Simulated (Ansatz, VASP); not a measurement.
**One calculation of SrO, two programs**

Contents of INCAR:

```
  PREC = Accurate
  ENCUT = 520
  EDIFF = 1E-6
  ISMEAR = -1
  SIGMA = 0.02
  LREAL = F
  LASPH = T
  NELM = 100
  ALGO = Normal
  ISIF = 2
  LWAVE = F
  LCHARG = F
  GGA = PE
  NBANDS = 15
```

KPOINTS

```
Automatic mesh
0
Gamma
  8 8 8
```

POSCAR

```
SrO
1.0
    0.0000000000      2.4810824505      2.4810824505
    2.4810824505      0.0000000000      2.4810824505
    2.4810824505      2.4810824505      0.0000000000
Sr O
1 1
Direct
    0.0000000000      0.0000000000      0.0000000000
    0.5000000000      0.5000000000      0.5000000000
```

Input for Ansatz:

```yaml
crystal:
  lattice:
    - [0.0, 2.4810824505, 2.4810824505]
    - [2.4810824505, 0.0, 2.4810824505]
    - [2.4810824505, 2.4810824505, 0.0]
  atoms:
    - { symbol: Sr, position: [0.0, 0.0, 0.0] }
    - { symbol: O, position: [0.5, 0.5, 0.5] }
kpoints:
  mp_grid: { grid: [8, 8, 8] }
  band_path:
    path:
      - [0.0, 0.0, 0.0]
      - [0.5, 0.0, 0.5]
      - [0.625, 0.25, 0.625]
      - [0.375, 0.375, 0.75]
      - [0.5, 0.5, 0.5]
      - [0.5, 0.25, 0.75]
    npoints: 1
hamiltonian:
  xc: pbe
scf:
  occupations: { method: fermi_dirac, width: 0.02 }
  n_extra_bands: 4
output:
  forces: true
  stress: true
  eigenvalues: true
```

Change from the starting cell: hydrostatic strain -3.8%.

Alike in both runs: task single point; functional PBE; k mesh 8 × 8 × 8; occupations fermi-dirac, width 0.02 eV; no spin polarisation.

|  | VASP | Ansatz |
| --- | --- | --- |
| version | VASP 6.6.1 | Ansatz 0.2.0 |
| potentials or method | VASP PAW PBE potentials, release 64 (Sr_sv, O) | plane waves, PAW |
| plane-wave cutoff (eV) | 520 | 420 |
| valence electrons in the cell | 16 | 16 |

```csv
,VASP,Ansatz,Ansatz less VASP
gap on the k mesh at the Fermi level (eV),3.17,3.22,+0.046
pressure (GPa),16.8,15.8,-0.96
```
